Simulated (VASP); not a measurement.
Runs of VASP 6.6.1 on SiBiS. The structure is that of space group P4/mmm (No. 123), or close to it. The cells are those of the table. The cell was generated, and may not be a known phase.

```csv
task,cell,k mesh,cutoff (eV),gap on the mesh (eV),pressure (GPa),relaxed volume (Å³/atom)
single point,"a = 3.553, b = 3.553, c = 5.732 Å, 3 atoms",14 × 14 × 8,520,none,0.0,-
relaxation of cell and atoms,"relaxed from a = 3.521, b = 3.521, c = 5.750 Å, 3 atoms",14 × 14 × 8,600,none,0.0,24.11
single point,"a = 3.496, b = 3.496, c = 5.799 Å, 3 atoms",4 × 4 × 4,520,none,-0.1,-
relaxation of cell and atoms,"relaxed from a = 4.204, b = 4.204, c = 4.180 Å, 3 atoms",4 × 4 × 4,600,none,0.0,(b)
single point,"a = 3.521, b = 3.521, c = 5.750 Å, 3 atoms",6 × 6 × 4,520,none,0.2,-
single point,"a = 4.204, b = 4.204, c = 4.180 Å, 3 atoms",4 × 4 × 4,520,none,31.5,-
relaxation of cell and atoms,"relaxed from a = 3.496, b = 3.496, c = 5.799 Å, 3 atoms",6 × 6 × 4,600,none,-0.1,(a)
```

Alike in all rows: level PBE; potentials or basis VASP PAW PBE potentials, release 64 (Si, Bi_d, S); no spin polarisation; smearing gaussian 0.1 eV.

Q: Estimate the missing entries.

A: (a) 23.93; (b) 23.58.

Caveats: some runs use coarse meshes; spin-orbit coupling is left out, which moves the levels of the heavy elements; an odd number of electrons without spin polarisation forces a metal; a magnetic or distorted state may lie lower; a cell axis changed by over 15 % at a fixed basis, so the end point is rough (at least some runs).

A k mesh can miss the band edges, and the runs leave out spin-orbit coupling on Bi.

A gap of «none» marks levels without a gap at the run's occupations.
